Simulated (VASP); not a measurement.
The system is MgZn3O4.

```
Mg Zn O
1.0
     4.59826    0.00000    0.00000
     0.00000    4.59826    0.00000
     0.00000    0.00000    4.59826
Mg Zn O
1 3 4
Direct
  0.00000 0.00000 0.00000
  0.50000 0.00000 0.50000
  0.50000 0.50000 0.00000
  0.00000 0.50000 0.50000
  0.00000 0.50000 0.00000
  0.50000 0.50000 0.50000
  0.00000 0.00000 0.50000
  0.50000 0.00000 0.00000
```

```yaml
Program: VASP 6.6.1
Task: relaxation of cell and atoms
Functional: PBE
Potentials_or_basis: VASP PAW PBE potentials, release 64 (Mg, Zn, O)
Cutoff: 600 eV
k_mesh: 4 × 4 × 4
Occupations: gaussian, width 0.1 eV
Spin: no spin polarisation
```

At the start: pressure -20.3 GPa; volume 12.15 Å³/atom.

Task: Where does the relaxation end?

Result: Over 3 steps the energy falls by 159.2 meV/atom and the volume is 10.04 Å³/atom (-17.4 %); space group Pm-3m (No. 221, to 0.05 Å).

Step by step:
```csv
step,energy change (eV),largest force (eV/Å),pressure (GPa),volume (Å³)
1,0.0000,0.0000,-20.28,97.23
2,-1.2024,0.0000,7.39,77.15
3,-1.2737,0.0000,0.09,80.34
```

Final structure:
```
Mg Zn O
1.0
     4.31492    0.00000    0.00000
     0.00000    4.31492    0.00000
     0.00000    0.00000    4.31492
Mg Zn O
1 3 4
Direct
  0.00000 0.00000 0.00000
  0.50000 0.00000 0.50000
  0.50000 0.50000 0.00000
  0.00000 0.50000 0.50000
  0.00000 0.50000 0.00000
  0.50000 0.50000 0.50000
  0.00000 0.00000 0.50000
  0.50000 0.00000 0.00000
```

Caveat: the volume moved by over 15 % at a fixed basis, so the end points are rough.
